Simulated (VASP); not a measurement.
# CsCdCl3 (P4/mmm) in VASP: a series of runs, part 2 of 3

VASP 6.6.1.

## 3. Single point, LDA (uniaxial strain along c: +6.0 %)

Input file INCAR:

```
SYSTEM = CsCdCl3
PREC     = Accurate       ! precision mode
ENCUT    = 520            ! plane-wave cutoff, eV
EDIFF    = 1E-6           ! SCF threshold, eV
ISMEAR   = 0              ! smearing method
SIGMA    = 0.02           ! smearing width, eV
LREAL    = .False.        ! projectors in reciprocal space
LASPH    = .True.         ! aspherical terms in the spheres
NELM     = 60             ! most SCF steps
ALGO     = Normal         ! electronic algorithm
ISIF     = 2              ! what is computed and relaxed
LWAVE    = .False.        ! write WAVECAR
LCHARG   = .True.         ! write CHGCAR
GGA      = CA             ! functional
LELF     = .True.         ! ELF
LVHAR    = .True.       
NBANDS   = 29             ! bands
```

Input file KPOINTS:

```
regular mesh
0
Gamma
  6 6 6
  0 0 0
```

Input file POSCAR:

```
CsCdCl3
1.0
    5.0354900572      0.0000000000      0.0000000000
    0.0000000000      5.0354900572      0.0000000000
    0.0000000000      0.0000000000      5.4189030057
Cs Cd Cl
1 1 3
Direct
    0.0000000000      0.0000000000      0.0000000000
    0.5000000000      0.5000000000      0.5000000000
    0.0000000000      0.5000000000      0.5000000000
    0.5000000000      0.0000000000      0.5000000000
    0.5000000000      0.5000000000      0.0000000000
```

Potentials or basis: VASP PAW LDA potentials, release 64 (Cs_sv, Cd, Cl).

Run with:

```bash
cat potpaw_LDA.64/Cs_sv/POTCAR potpaw_LDA.64/Cd/POTCAR potpaw_LDA.64/Cl/POTCAR > POTCAR
mpirun -np 1 vasp_std > vasp.out
```

OUTCAR:

```text
SYSTEM = CsCdCl3
   PREC = Accurate
   ENCUT = 520
   EDIFF = 1E-6
   ISMEAR = 0
   LREAL = .False.
   LASPH = .True.
   NELM = 60
   ISIF = 2
   GGA = CA

 ion  position               nearest neighbor table
   1  0.000  0.000  0.000-
   2  0.500  0.500  0.500-   3 2.52   4 2.52   4 2.52   3 2.52   5 2.71   5 2.71
   3  0.000  0.500  0.500-   2 2.52   2 2.52
   4  0.500  0.000  0.500-   2 2.52   2 2.52
   5  0.500  0.500  0.000-   2 2.71   2 2.71

  LATTYP: Found a simple tetragonal cell.
 ALAT       =     5.0354900572
 C/A-ratio  =     1.0761421320

  Lattice vectors:

 A1 = (   5.0354900572,   0.0000000000,   0.0000000000)
 A2 = (   0.0000000000,   5.0354900572,   0.0000000000)
 A3 = (   0.0000000000,   0.0000000000,   5.4189030057)

Analysis of symmetry for initial positions (statically):
=====================================================================
 Subroutine PRICEL returns:
 Original cell was already a primitive cell.

 Routine SETGRP: Setting up the symmetry group for a
 simple tetragonal supercell.

 Subroutine GETGRP returns: Found 16 space group operations
 (whereof 16 operations were pure point group operations)
 out of a pool of 16 trial point group operations.

The static configuration has the point symmetry D_4h.

Analysis of symmetry for dynamics (positions and initial velocities):
=====================================================================
 Subroutine PRICEL returns:
 Original cell was already a primitive cell.

 Routine SETGRP: Setting up the symmetry group for a
 simple tetragonal supercell.

 Subroutine GETGRP returns: Found 16 space group operations
 (whereof 16 operations were pure point group operations)
 out of a pool of 16 trial point group operations.

[... 122 lines left out ...]
   EFERMI_NEDOS =   21; number of points for ismear=-14 and -15
   IALGO  =     38    algorithm
   IMIX   =      4    mixing-type and parameters
     AMIX     =   0.40;   BMIX     =  1.00
     AMIX_MAG =   1.60;   BMIX_MAG =  1.00
  volume/ion in A,a.u.               =      27.48       185.45
  Fermi-wavevector in a.u.,A,eV,Ry     =   1.102790  2.083972 16.546680  1.216147
  Thomas-Fermi vector in A             =   2.239239
   LORBIT       =      0    0 simple, 1 ext, 2 COOP (PROOUT), +10 PAW based schemes
   GGA     = CA    functional components
   LHFCALC =     F    Hartree Fock is set to
   AEXX    =    0.0000 exact exchange contribution
   IVDW    =     0    specifies the selected vdW correction
   LEPSILON=     F    determine dielectric tensor
   LRPA    =     F    only Hartree local field effects (RPA)
 non-spin polarized calculation
 Gauss-broadening in eV      SIGMA  =   0.02
  energy-cutoff  :      520.00
  volume of cell :      137.40
 maximum number of plane-waves:      3724
 NGX is ok and might be reduce to    40
   NGX = 19   NGY = 19   NGZ = 21

 number of electron      41.9999997 magnetization

 Free energy of the ion-electron system (eV)
  ---------------------------------------------------
  ext. energy  EPLUGINS =         0.00000000
  ---------------------------------------------------
  free energy    TOTEN  =       -16.76191895 eV

  energy without entropy =      -16.76191895  energy(sigma->0) =      -16.76191895

 E-fermi :   0.4640     XC(G=0):  -9.2408

 val. band max:        0.3011013186   @ k =   0.5000   0.5000   0.5000
 cond. band min:       1.7297537622   @ k =   0.0000   0.0000   0.0000
 fundamental gap:      1.4286524436
 Fermi energy:         0.4639514148

 k-point     1 :       0.0000    0.0000    0.0000
  band No.  band energies     occupation
      1     -18.8460      2.00000
      2     -13.6799      2.00000
      3     -13.1412      2.00000
      4     -12.7661      2.00000
      5      -6.5514      2.00000
      6      -6.5109      2.00000
[... 757 lines left out ...]
     28       8.5843      0.00000
     29       9.2142      0.00000

 [... further k-points ...]

------------------------ aborting loop because EDIFF is reached ----------------------------------------

  FORCE on cell =-STRESS in cart. coord.  units (eV):
  Direction    XX          YY          ZZ          XY          YZ          ZX
  --------------------------------------------------------------------------------------
  -------------------------------------------------------------------------------------
  Total        0.5202657      0.5202657     -2.3150136      0.0000000      0.0000000      0.0000000
  in kB        6.0665379      6.0665379    -26.9941256      0.0000000      0.0000000      0.0000000
  external PRESSURE =      -4.9536833 kB  Pullay stress =       0.0000000 kB

 VOLUME and BASIS-vectors are now :
 -----------------------------------------------------------------------------
  energy-cutoff  :      520.00
  volume of cell :      137.40
      direct lattice vectors                 reciprocal lattice vectors
     5.035490057  0.000000000  0.000000000     0.198590403  0.000000000  0.000000000
     0.000000000  5.035490057  0.000000000     0.000000000  0.198590403  0.000000000
     0.000000000  0.000000000  5.418903006     0.000000000  0.000000000  0.184539195

 POSITION                                       TOTAL-FORCE (eV/Angst)
 -----------------------------------------------------------------------------------
      0.00000      0.00000      0.00000         0.000000      0.000000      0.000000
      2.51775      2.51775      2.70945         0.000000      0.000000      0.000000
      0.00000      2.51775      2.70945         0.000000      0.000000      0.000000
      2.51775      0.00000      2.70945         0.000000      0.000000      0.000000
      2.51775      2.51775      0.00000         0.000000      0.000000      0.000000
 -----------------------------------------------------------------------------------
    total drift:                                0.000000      0.000000     -0.000000

  FREE ENERGIE OF THE ION-ELECTRON SYSTEM (eV)
  ---------------------------------------------------
  free  energy   TOTEN  =       -16.7619189504 eV

  energy  without entropy=      -16.7619189504  energy(sigma->0) =      -16.76191895
```

OSZICAR:

```text
N       E                     dE             d eps       ncg     rms          rms(c)
DAV:   1     0.296065148873E+03    0.29607E+03   -0.19718E+04  2320   0.131E+03
DAV:   2     0.487687648684E+01   -0.29119E+03   -0.28270E+03  2909   0.276E+02
DAV:   3    -0.175092072360E+02   -0.22386E+02   -0.22314E+02  2793   0.796E+01
DAV:   4    -0.177744822187E+02   -0.26527E+00   -0.26510E+00  2942   0.967E+00
DAV:   5    -0.177780978699E+02   -0.36157E-02   -0.36154E-02  2871   0.114E+00    0.934E+00
DAV:   6    -0.168924308167E+02    0.88567E+00   -0.16379E+00  3067   0.143E+01    0.766E+00
DAV:   7    -0.167730357256E+02    0.11940E+00   -0.58596E-01  2709   0.594E+00    0.380E+00
DAV:   8    -0.167649856353E+02    0.80501E-02   -0.18404E-01  2859   0.364E+00    0.878E-01
DAV:   9    -0.167622370157E+02    0.27486E-02   -0.25650E-02  2754   0.175E+00    0.300E-01
DAV:  10    -0.167619170630E+02    0.31995E-03   -0.27089E-03  2913   0.406E-01    0.477E-02
DAV:  11    -0.167619229217E+02   -0.58587E-05   -0.18981E-04  2704   0.106E-01    0.377E-02
DAV:  12    -0.167619191442E+02    0.37775E-05   -0.29713E-05  2916   0.365E-02    0.696E-03
DAV:  13    -0.167619189504E+02    0.19384E-06   -0.20181E-06  2667   0.115E-02
   1 F= -.16761919E+02 E0= -.16761919E+02  d E =-.147357E-32
```

stdout:

```text
POSCAR found type information on POSCAR CsCdCl
 POSCAR found :  3 types and       5 ions
 scaLAPACK will be used
 LDA part: xc-table for (Slater(with rela. corr.)+CA(PZ))
 , standard interpolation
 POSCAR, INCAR and KPOINTS ok, starting setup
 FFT: planning ... GRIDC
 FFT: planning ... GRID_SOFT
 FFT: planning ... GRID
 WAVECAR not read
 entering main loop
```

Wall time 2.2 min (1 thread of Intel Xeon 8259CL, shared host); peak memory 0.3 GiB.

What came out:

| Property | Result |
| --- | --- |
| Free energy | -16.7619 eV |
| Pressure | -0.5 GPa |
| Band gap on the k mesh | 1.43 eV (least direct gap 2.23 eV) |

Stress tensor (GPa, compression positive):
```
 0.61  0.00  0.00
 0.00  0.61  0.00
 0.00  0.00 -2.70
```

Levels at points of the mesh, in eV from the valence-band top:
| k point | band 18 | band 19 | band 20 | band 21 | band 22 | band 23 | band 24 | band 25 |
| --- | --- | --- | --- | --- | --- | --- | --- | --- |
| (0.00, 0.00, 0.00) | -1.14 | -0.81 | -0.80 | -0.80 | 1.43 | 5.39 | 5.50 | 5.77 |
| (0.50, 0.00, 0.00) | -1.26 | -1.24 | -1.11 | -1.08 | 4.50 | 6.82 | 7.21 | 7.49 |
| (0.50, 0.50, 0.00) | -1.07 | -1.07 | -0.48 | -0.01 | 6.43 | 7.00 | 7.00 | 7.59 |
| (0.00, 0.00, 0.50) | -1.13 | -1.13 | -0.99 | -0.99 | 3.71 | 6.61 | 6.62 | 7.62 |
| (0.50, 0.00, 0.50) | -1.40 | -1.29 | -0.58 | -0.28 | 5.92 | 6.50 | 7.23 | 7.37 |
| (0.50, 0.50, 0.50) | -0.53 | -0.47 | -0.34 | 0.00 | 5.16 | 5.57 | 5.57 | 7.02 |

Caveat: the cell differs from its parent crystal (uniaxial strain along c: +6.0 %); spin-orbit coupling is left out, which moves the levels of the heavy elements. A k mesh can miss the band edges.

## 4. Single point, LDA (uniaxial strain along c: +6.0 %, then relaxed in part)

Input file INCAR:

```
SYSTEM = CsCdCl3
PREC = Accurate ; ENCUT = 520
EDIFF = 1E-6 ; ISMEAR = 0
SIGMA = 0.02 ; LREAL = .False.
LASPH = .True. ; NELM = 80
ALGO = Normal ; ISIF = 2
LWAVE = .False. ; LCHARG = .False.
NBANDS = 29
```

KPOINTS is that of step 3.

Edit POSCAR of step 3 so:

```diff
@@ -2,4 +2,4 @@
 1.0
-    5.0354900572      0.0000000000      0.0000000000
-    0.0000000000      5.0354900572      0.0000000000
+    5.0490186217      0.0000000000      0.0000000000
+    0.0000000000      5.0490186217      0.0000000000
     0.0000000000      0.0000000000      5.4189030057
```

Run with:

```bash
cat potpaw_LDA.64/Cs_sv/POTCAR potpaw_LDA.64/Cd/POTCAR potpaw_LDA.64/Cl/POTCAR > POTCAR
mpirun -np 1 vasp_std > vasp.out
```

Wall time 2 min (1 thread of Intel Xeon 8259CL, shared host); peak memory 0.3 GiB.

It converged, with:

| Property | Result |
| --- | --- |
| Free energy | -16.7642 eV |
| Pressure | -0.7 GPa |
| Band gap on the k mesh | 1.43 eV (least direct gap 2.20 eV) |

Stress tensor (GPa, compression positive):
```
 0.30  0.00  0.00
 0.00  0.30  0.00
 0.00  0.00 -2.80
```

Levels at points of the mesh, in eV from the valence-band top:
| k point | band 19 | band 20 | band 21 | band 22 | band 23 | band 24 |
| --- | --- | --- | --- | --- | --- | --- |
| (0.00, 0.00, 0.00) | -0.78 | -0.77 | -0.77 | 1.43 | 5.40 | 5.54 |
| (0.50, 0.00, 0.00) | -1.21 | -1.07 | -1.05 | 4.47 | 6.82 | 7.22 |
| (0.50, 0.50, 0.00) | -1.05 | -0.46 | -0.01 | 6.39 | 7.00 | 7.00 |
| (0.00, 0.00, 0.50) | -1.10 | -0.97 | -0.97 | 3.71 | 6.62 | 6.66 |
| (0.50, 0.00, 0.50) | -1.26 | -0.55 | -0.27 | 5.90 | 6.53 | 7.23 |
| (0.50, 0.50, 0.50) | -0.44 | -0.32 | 0.00 | 5.19 | 5.59 | 5.59 |

Caveat: the cell differs from its parent crystal (uniaxial strain along c: +6.0 %, then relaxed in part); spin-orbit coupling is left out, which moves the levels of the heavy elements. A k mesh can miss the band edges.

[end of part 2 of 3]
